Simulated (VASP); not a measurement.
# Si4Cl (P4/mmm) in VASP: notebook

Runs on Si4Cl. Level: PBE. Tasks: single point, relaxation of cell and atoms.

Everything below comes from runs of VASP 6.6.1. Logs are shortened: lines on timing, memory, paths and dates and some standing lists are left out, and cuts for length are marked.

### 1 The cell of the first run

The structure is tetragonal, space group P4/mmm (No. 123). Conventional cell: a = 3.983 Å, b = 3.983 Å, c = 6.598 Å, α = 90.00°, β = 90.00°, γ = 90.00°. Si (site symmetry 4/mmm) has 2 Si at 1.86 Å within 2.5 Å. Si (site symmetry 4/mmm) has 2 Si at 1.44 Å within 1.9 Å. Si (site symmetry 4mm) has 2 Si at 1.44 to 1.86 Å within 1.9 Å. Within 3.7 Å of Cl (site symmetry 4/mmm) lie 12 Si at 2.82 to 3.16 Å.

The cell was built from a structure type or drawn by symmetry, and may not be a known phase.

### 2 Single point, PBE

The input, INCAR:

```
SYSTEM = Si4Cl
PREC     = Accurate       ! precision mode
ENCUT    = 520            ! plane-wave cutoff, eV
EDIFF    = 1E-6           ! SCF threshold, eV
ISMEAR   = 0              ! smearing method
SIGMA    = 0.1            ! smearing width, eV
LREAL    = .FALSE.        ! projectors in reciprocal space
LASPH    = .TRUE.         ! aspherical terms in the spheres
NELM     = 80             ! most SCF steps
ALGO     = Normal         ! electronic algorithm
ISIF     = 2              ! what is computed and relaxed
LWAVE    = .FALSE.        ! write WAVECAR
LCHARG   = .TRUE.         ! write CHGCAR
GGA      = PE             ! functional
LELF     = .TRUE.         ! ELF
LVHAR    = .TRUE.       
NBANDS   = 20             ! bands
```

The input, KPOINTS:

```
Automatic mesh
0
G
  4 4 4
  0 0 0
```

The input, POSCAR:

```
Si4Cl
1.0
    3.9832266600      0.0000000000      0.0000000000
    0.0000000000      3.9832266600      0.0000000000
    0.0000000000      0.0000000000      6.5975462400
Si Cl
4 1
Direct
    0.5000000000      0.5000000000      0.5000000000
    0.5000000000      0.5000000000      0.0000000000
    0.5000000000      0.5000000000      0.7815463100
    0.5000000000      0.5000000000      0.2184536900
    0.0000000000      0.0000000000      0.0000000000
```

Potentials or basis: VASP PAW PBE potentials, release 64 (Si, Cl).

Started as:

```console
$ cat potpaw_PBE.64/Si/POTCAR potpaw_PBE.64/Cl/POTCAR > POTCAR
$ mpirun -np 1 vasp_std > vasp.out
```

OUTCAR:

```text
SYSTEM = Si4Cl
   PREC = Accurate
   ENCUT = 520
   EDIFF = 1E-6
   ISMEAR = 0
   LREAL = .FALSE.
   LASPH = .TRUE.
   NELM = 80
   ISIF = 2
   GGA = PE

 ion  position               nearest neighbor table
   1  0.500  0.500  0.500-   3 1.86   4 1.86
   2  0.500  0.500  0.000-   3 1.44   4 1.44   5 2.82   5 2.82   5 2.82   5 2.82
   3  0.500  0.500  0.782-   2 1.44   1 1.86   4 2.88
   4  0.500  0.500  0.218-   2 1.44   1 1.86   3 2.88
   5  0.000  0.000  0.000-   2 2.82   2 2.82   2 2.82   2 2.82

 -----------------------------------------------------------------------------
|                                                                             |
|           W    W    AA    RRRRR   N    N  II  N    N   GGGG   !!!           |
|           W    W   A  A   R    R  NN   N  II  NN   N  G    G  !!!           |
|           W    W  A    A  R    R  N N  N  II  N N  N  G       !!!           |
|           W WW W  AAAAAA  RRRRR   N  N N  II  N  N N  G  GGG   !            |
|           WW  WW  A    A  R   R   N   NN  II  N   NN  G    G                |
|           W    W  A    A  R    R  N    N  II  N    N   GGGG   !!!           |
|                                                                             |
|     The distance between some ions is very small. Please check the          |
|     nearest-neighbor list in the OUTCAR file.                               |
|     I HOPE YOU KNOW WHAT YOU ARE DOING!                                     |
|                                                                             |
 -----------------------------------------------------------------------------

  LATTYP: Found a simple tetragonal cell.
 ALAT       =     3.9832266600
 C/A-ratio  =     1.6563321154

  Lattice vectors:

 A1 = (   3.9832266600,   0.0000000000,   0.0000000000)
 A2 = (   0.0000000000,   3.9832266600,   0.0000000000)
 A3 = (   0.0000000000,   0.0000000000,   6.5975462400)

Analysis of symmetry for initial positions (statically):
=====================================================================
 Subroutine PRICEL returns:
 Original cell was already a primitive cell.

 Routine SETGRP: Setting up the symmetry group for a
 simple tetragonal supercell.

 Subroutine GETGRP returns: Found 16 space group operations
 (whereof 16 operations were pure point group operations)
 out of a pool of 16 trial point group operations.

The static configuration has the point symmetry D_4h.

Analysis of symmetry for dynamics (positions and initial velocities):
=====================================================================
 Subroutine PRICEL returns:
 Original cell was already a primitive cell.

 Routine SETGRP: Setting up the symmetry group for a
 simple tetragonal supercell.

 Subroutine GETGRP returns: Found 16 space group operations
 (whereof 16 operations were pure point group operations)
 out of a pool of 16 trial point group operations.

The dynamic configuration has the point symmetry D_4h.

 Subroutine INISYM returns: Found 16 space group operations
 (whereof 16 operations are pure point group operations),
 and found     1 'primitive' translations

----------------------------------------------------------------------------------------

                                     Primitive cell

  volume of cell :     104.6773

  direct lattice vectors                    reciprocal lattice vectors
     3.983226660  0.000000000  0.000000000     0.251052748  0.000000000  0.000000000
     0.000000000  3.983226660  0.000000000     0.000000000  0.251052748  0.000000000
     0.000000000  0.000000000  6.597546240     0.000000000  0.000000000  0.151571503

  length of vectors
     3.983226660  3.983226660  6.597546240     0.251052748  0.251052748  0.151571503

  position of ions in fractional coordinates (direct lattice)
     0.500000000  0.500000000  0.500000000
     0.500000000  0.500000000  0.000000000
     0.500000000  0.500000000  0.781546310
     0.500000000  0.500000000  0.218453690
     0.000000000  0.000000000  0.000000000

  ion indices of the primitive-cell ions
   primitive index   ion index
                 1           1
                 2           2
                 3           3
                 4           4
                 5           5

----------------------------------------------------------------------------------------

 KPOINTS: Automatic mesh

Automatic generation of k-mesh.
 Grid dimensions read from file:
 generate k-points for:    4    4    4

 Generating k-lattice:

  Cartesian coordinates                     Fractional coordinates (reciprocal lattice)
     0.062763187  0.000000000  0.000000000     0.250000000  0.000000000  0.000000000
     0.000000000  0.062763187  0.000000000     0.000000000  0.250000000  0.000000000
     0.000000000  0.000000000  0.037892876     0.000000000  0.000000000  0.250000000

  Length of vectors
     0.062763187  0.062763187  0.037892876

  Shift w.r.t. Gamma in fractional coordinates (k-lattice)
     0.000000000  0.000000000  0.000000000

 Subroutine IBZKPT returns following result:
 ===========================================

 Found     18 irreducible k-points:

 Following reciprocal coordinates:
            Coordinates               Weight
  0.000000  0.000000  0.000000      1.000000
  0.250000  0.000000  0.000000      4.000000
  0.500000  0.000000  0.000000      2.000000
  0.250000  0.250000  0.000000      4.000000
  0.500000  0.250000  0.000000      4.000000
  0.500000  0.500000  0.000000      1.000000
[... 10 lines left out ...]
  0.500000  0.250000  0.500000      4.000000
  0.500000  0.500000  0.500000      1.000000
   k-points           NKPTS =     18   k-points in BZ     NKDIM =     18   number of bands    NBANDS=     20
   number of dos      NEDOS =    301   number of ions     NIONS =      5
   total plane-waves  NPLWV =  45000
   dimension x,y,z NGX =    30 NGY =   30 NGZ =   50
   dimension x,y,z NGXF=    60 NGYF=   60 NGZF=  100
   ions per type =               4   1
   NGX,Y,Z   is equivalent  to a cutoff of  12.52, 12.52, 12.60 a.u.
   NGXF,Y,Z  is equivalent  to a cutoff of  25.04, 25.04, 25.20 a.u.
 SYSTEM =  Si4Cl
   PREC   = accura    normal or accurate (medium, high low for compatibility)
   ISTART =      0    job   : 0-new  1-cont  2-samecut
   ICHARG =      2    charge: 1-file 2-atom 10-const
   ISPIN  =      1    spin polarized calculation?
   LNONCOLLINEAR =      F non collinear calculations
   LSORBIT =      F    spin-orbit coupling
   LASPH  =      T    aspherical Exc in radial PAW
   ENCUT  =  520.0 eV  38.22 Ry    6.18 a.u.   7.41  7.41 12.27*2*pi/ulx,y,z
   NELM   =     80;   NELMIN=  2; NELMDL= -5     # of ELM steps
   EDIFF  = 0.1E-05   stopping-criterion for ELM
   LREAL  =      F    real-space projection
[... 7 lines left out ...]
   TEBEG  =    0.0;   TEEND  =   0.0 temperature during run
   PSTRESS=    0.0 pullay stress
   NELECT =      23.0000    total number of electrons
   NUPDOWN=      -1.0000    fix difference up-down
   EMIN   =  10.00;   EMAX   =-10.00  energy-range for DOS
   EFERMI =   0.00;   METHOD = LEGACY
   ISMEAR =     0;   SIGMA  =   0.10  broadening in eV -4-tet -1-fermi 0-gaus
   EFERMI_NEDOS =   21; number of points for ismear=-14 and -15
   IALGO  =     38    algorithm
   IMIX   =      4    mixing-type and parameters
     AMIX     =   0.40;   BMIX     =  1.00
     AMIX_MAG =   1.60;   BMIX_MAG =  1.00
  volume/ion in A,a.u.               =      20.94       141.28
  Fermi-wavevector in a.u.,A,eV,Ry     =   0.987870  1.866804 13.277760  0.975888
  Thomas-Fermi vector in A             =   2.119356
   LORBIT       =      0    0 simple, 1 ext, 2 COOP (PROOUT), +10 PAW based schemes
   GGA     = PE    functional components
   LHFCALC =     F    Hartree Fock is set to
   AEXX    =    0.0000 exact exchange contribution
   IVDW    =     0    specifies the selected vdW correction
   LEPSILON=     F    determine dielectric tensor
   LRPA    =     F    only Hartree local field effects (RPA)
 non-spin polarized calculation
 Gauss-broadening in eV      SIGMA  =   0.10
  energy-cutoff  :      520.00
  volume of cell :      104.68
 maximum number of plane-waves:      2865
 NGX is ok and might be reduce to    30
   NGX = 15   NGY = 15   NGZ = 25

 number of electron      22.9999996 magnetization

 Free energy of the ion-electron system (eV)
  ---------------------------------------------------
  ext. energy  EPLUGINS =         0.00000000
  ---------------------------------------------------
  free energy    TOTEN  =         9.80351366 eV

  energy without entropy =        9.81400739  energy(sigma->0) =        9.80876053

 E-fermi :   4.0823     XC(G=0):  -8.8287

 val. band max:        4.0434600156   @ k =   0.5000   0.0000   0.2500
 cond. band min:       4.1545853379   @ k =   0.2500   0.2500   0.2500
 fundamental gap:      0.1111253222
 Fermi energy:         4.0823148157

 k-point     1 :       0.0000    0.0000    0.0000
  band No.  band energies     occupation
      1     -11.5392      2.00000
      2      -7.1775      2.00000
      3      -4.6424      2.00000
      4      -4.2827      2.00000
      5      -0.6580      2.00000
      6      -0.6580      2.00000
[... 12 lines left out ...]
     19      11.0085      0.00000
     20      11.4974      0.00000

 k-point     2 :       0.2500    0.0000    0.0000
  band No.  band energies     occupation
      1     -11.3349      2.00000
      2      -7.4766      2.00000
      3      -4.4325      2.00000
      4      -4.3649      2.00000
      5      -0.2459      2.00000
      6      -0.2249      2.00000
[... 12 lines left out ...]
     19      11.4261      0.00000
     20      11.8993      0.00000

 k-point     3 :       0.5000    0.0000    0.0000
  band No.  band energies     occupation
      1     -11.0885      2.00000
      2      -7.8547      2.00000
      3      -4.3432      2.00000
      4      -4.1837      2.00000
      5       0.2134      2.00000
      6       0.3646      2.00000
[... 12 lines left out ...]
     19      11.9884      0.00000
     20      12.0480      0.00000

 k-point     4 :       0.2500    0.2500    0.0000
  band No.  band energies     occupation
      1     -11.1765      2.00000
      2      -7.5289      2.00000
      3      -4.2560      2.00000
      4      -4.2476      2.00000
      5      -1.5759      2.00000
      6       0.4406      2.00000
[... 12 lines left out ...]
     19      11.2134      0.00000
     20      11.8240      0.00000

 k-point     5 :       0.5000    0.2500    0.0000
  band No.  band energies     occupation
      1     -10.9967      2.00000
      2      -7.6302      2.00000
      3      -4.1548      2.00000
      4      -4.0350      2.00000
      5      -1.4280      2.00000
      6      -1.1032      2.00000
[... 12 lines left out ...]
     19      11.4583      0.00000
     20      12.8110      0.00000
[... 215 lines left out ...]
      6      -0.1479      2.00000
[... 12 lines left out ...]
     19      10.4998      0.00000
     20      11.3800      0.00000

 k-point    16 :       0.2500    0.2500    0.5000
  band No.  band energies     occupation
      1     -11.1722      2.00000
      2      -7.1868      2.00000
      3      -6.0491      2.00000
      4      -1.5321      2.00000
      5      -1.0033      2.00000
      6      -0.8379      2.00000
[... 12 lines left out ...]
     19      10.9989      0.00000
     20      11.3655      0.00000

 k-point    17 :       0.5000    0.2500    0.5000
  band No.  band energies     occupation
      1     -10.9963      2.00000
      2      -7.3273      2.00000
      3      -5.8576      2.00000
      4      -1.3537      2.00000
      5      -1.2813      2.00000
      6      -0.6221      2.00000
[... 12 lines left out ...]
     19      11.7461      0.00000
     20      11.9690      0.00000

 k-point    18 :       0.5000    0.5000    0.5000
  band No.  band energies     occupation
      1     -10.8994      2.00000
      2      -7.0338      2.00000
      3      -5.6861      2.00000
      4      -2.2037      2.00000
      5      -2.2037      2.00000
      6      -0.6703      2.00000
[... 12 lines left out ...]
     19      11.1877      0.00000
     20      13.3188      0.00000

------------------------ aborting loop because EDIFF is reached ----------------------------------------

  FORCE on cell =-STRESS in cart. coord.  units (eV):
  Direction    XX          YY          ZZ          XY          YZ          ZX
  --------------------------------------------------------------------------------------
  -------------------------------------------------------------------------------------
  Total        3.2692085      3.2692085    190.5803948      0.0000000      0.0000000     -0.0000000
  in kB       50.0380896     50.0380896   2916.9992790      0.0000000      0.0000000     -0.0000000
  external PRESSURE =    1005.6918194 kB  Pullay stress =       0.0000000 kB

 VOLUME and BASIS-vectors are now :
 -----------------------------------------------------------------------------
  energy-cutoff  :      520.00
  volume of cell :      104.68
      direct lattice vectors                 reciprocal lattice vectors
     3.983226660  0.000000000  0.000000000     0.251052748  0.000000000  0.000000000
     0.000000000  3.983226660  0.000000000     0.000000000  0.251052748  0.000000000
     0.000000000  0.000000000  6.597546240     0.000000000  0.000000000  0.151571503

 POSITION                                       TOTAL-FORCE (eV/Angst)
 -----------------------------------------------------------------------------------
      1.99161      1.99161      3.29877         0.000000      0.000000      0.000000
      1.99161      1.99161      0.00000         0.000000      0.000000      0.000000
      1.99161      1.99161      5.15629         0.000000      0.000000    -45.085151
      1.99161      1.99161      1.44126         0.000000     -0.000000     45.085151
      0.00000      0.00000      0.00000         0.000000      0.000000      0.000000
 -----------------------------------------------------------------------------------
    total drift:                                0.000000      0.000000      0.000000

  FREE ENERGIE OF THE ION-ELECTRON SYSTEM (eV)
  ---------------------------------------------------
  free  energy   TOTEN  =         9.8035136612 eV

  energy  without entropy=        9.8140073921  energy(sigma->0) =        9.80876053
```

Run time: 54 s. Hardware: 1 thread of Intel Xeon 8259CL, shared host; peak memory 0.2 GiB.

What came out:

- Free energy: 9.8035 eV
- Pressure: 100.6 GPa
- Largest force: 45.085 eV/Å
- Band gap on the k mesh: zero (an odd number of electrons rules out a gap without spin polarisation)

Forces in eV/Å, atoms in the order of the input:
```
Si    0.000   0.000   0.000
Si    0.000   0.000   0.000
Si    0.000   0.000 -45.085
Si    0.000   0.000  45.085
Cl    0.000   0.000   0.000
```

Stress tensor (GPa, compression positive):
```
  5.00   0.00   0.00
  0.00   5.00   0.00
  0.00   0.00 291.70
```

Levels at points of the mesh, in eV from the Fermi level:
```csv
k point,band 9,band 10,band 11,band 12,band 13,band 14,band 15,band 16
"(0.00, 0.00, 0.00)",-0.48,-0.48,0.53,0.53,1.47,1.47,3.06,3.65
"(0.50, 0.00, 0.00)",-2.65,-2.25,-0.98,0.46,0.85,1.15,4.42,5.33
"(0.50, 0.50, 0.00)",-1.59,-1.59,-1.05,-1.05,1.47,1.47,4.12,5.11
"(0.00, 0.00, 0.50)",-0.76,-0.76,0.08,0.08,3.29,3.44,3.44,4.33
"(0.50, 0.00, 0.50)",-2.65,-2.51,-1.56,-0.44,2.67,2.83,3.71,5.08
"(0.50, 0.50, 0.50)",-2.56,-2.56,0.41,0.41,2.05,2.05,3.90,3.90
```

Caveat: the k points lie up to 0.39 Å⁻¹ apart, too coarse for converged energies and pressures of a metal; atoms lie so close that the PAW spheres overlap strongly, which falsifies energies and pressures; an odd number of electrons without spin polarisation forces a metal; a magnetic or distorted state may lie lower.

[end of part 1 of 3]
